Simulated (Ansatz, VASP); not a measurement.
Two plane-wave programs on BN

The input INCAR:

```
SYSTEM = BN
PREC = Accurate
ENCUT = 520
EDIFF = 1E-7
ISMEAR = -1
SIGMA = 0.05
LREAL = .False.
LASPH = .True.
NELM = 100
ALGO = Normal
ISIF = 2
LWAVE = .False.
LCHARG = .False.
GGA = PS
NBANDS = 11
```

KPOINTS

```
regular mesh
0
Gamma
  13 13 13
  0 0 0
```

Contents of POSCAR:

```
BN
1.0
    0.0000000000      3.4953158300      2.1660912400
    1.2516321000      0.0000000000      2.1660912400
    1.2516321000      3.4953158300      0.0000000000
N B
1 1
Direct
    0.6666513400      0.6666513400      0.3333486600
    0.0000486500      0.0000486500      0.9999513500
```

input.yaml

```yaml
crystal:
  lattice:
    - [0.0, 3.49531583, 2.16609124]
    - [1.2516321, 0.0, 2.16609124]
    - [1.2516321, 3.49531583, 0.0]
  atoms:
    - { symbol: "N", position: [0.66665134, 0.66665134, 0.33334866] }
    - { symbol: B, position: [4.865e-05, 4.865e-05, 0.99995135] }
hamiltonian:
  xc: pbesol
  pseudopotentials: { kind: paw }
kpoints:
  mp_grid: { grid: [13, 13, 13] }
  band_path:
    path:
      - [[0.0, 0.0, 0.0], [-0.5, -0.5, 0.0], [-1.0, -0.5, -0.5], [-0.5, 0.0, -0.5], [0.0, 0.0, 0.0], [0.0, -0.3655286517, -0.3655286517], [-0.5, -0.6985850042, -0.1985850042], [-0.5, -0.5, 0.0]]
      - [[-1.0, -0.5, -0.5], [-1.0, -0.6344713483, -0.6344713483]]
      - [[0.0, -0.3655286517, -0.3655286517], [-0.5, -0.3014149958, -0.8014149958], [-0.5, 0.0, -0.5]]
      - [[-0.5, -0.5, -0.5], [0.0, 0.0, 0.0]]
    npoints: 14
scf:
  occupations: { method: fermi_dirac, width: 0.05 }
  n_extra_bands: 6
output:
  forces: true
  stress: true
  eigenvalues: true
  fatbands: false
```

Alike in both runs: functional PBEsol; k mesh 13 × 13 × 13; occupations fermi-dirac, width 0.05 eV; no spin polarisation.

```csv
,VASP,Ansatz
version,VASP 6.6.1,Ansatz 0.2.0
potentials or method,"VASP PAW PBE potentials, release 64 (N, B)",Ansatz PAW
plane-wave cutoff (eV),520,420
valence electrons in the cell,8,8
task,single point,band structure
```

VASP gave:

| Property | Result |
| --- | --- |
| gap on the k mesh at the Fermi level (eV) | 3.79 |
| least direct gap on the mesh (eV) | 4.59 |
| pressure (GPa) | 0.9 |
| traceless stress, the component that is largest in VASP (GPa) | -0.78 |
| rms of the force components (eV/Å) | 0.006 |

Question: Estimate Ansatz's values.

Answer: gap on the k mesh at the Fermi level (eV): 3.80; least direct gap on the mesh (eV): 4.60; pressure (GPa): 0.6; traceless stress, the component that is largest in VASP (GPa): -0.35; rms of the force components (eV/Å): 0.006.

VASP's potentials were made for PBE, not for PBEsol. Atom by atom the forces differ by 0.000 eV/Å (rms over components). With one functional, cell and mesh, what is left measures potentials, basis and numerics.

Noted on Ansatz's run: the k mesh misses the band edges, so the gap on the mesh is wider than the one along the path.
